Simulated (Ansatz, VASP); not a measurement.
Sb: VASP beside Ansatz

```
Sb
1.0
     4.25244    0.00000    0.00000
    -2.12622    3.68272    0.00000
     0.00000    0.00000    9.70577
Sb
4
Direct
  0.00000 0.00000 0.78921
  0.00000 0.00000 0.21079
  0.33333 0.66667 0.62699
  0.66667 0.33333 0.37301
```

Alike in both runs: task relaxation of cell and atoms; functional PBE; k mesh 12 × 12 × 6; occupations gaussian, width 0.1 eV; no spin polarisation.

```csv
,VASP,Ansatz
version,VASP 6.6.1,Ansatz 0.2.0
potentials or method,"VASP PAW PBE potentials, release 64 (Sb), cutoff 600 eV","scalar-relativistic, plane waves, PAW"
valence electrons in the cell,20,60
```

VASP gave:

| Item | Value |
| --- | --- |
| gap on the k mesh at the Fermi level, each at its own relaxed structure (eV) | none |
| relaxed volume (Å³/atom) | 38.03 |
| relaxed length of the cell vector where the two differ most in proportion (Å) | 9.715 |

**Question.** What did Ansatz give for the same quantities?

**Answer.** gap on the k mesh at the Fermi level, each at its own relaxed structure (eV): none; relaxed volume (Å³/atom): 38.00; relaxed length of the cell vector where the two differ most in proportion (Å): 9.706.

A gap of «none» marks a metal or a gap that the smearing closes. VASP's potentials hold 20 valence electrons a cell and Ansatz's 60, so a difference there can come from the potentials and not from the codes.

Neither program's run includes spin-orbit coupling.
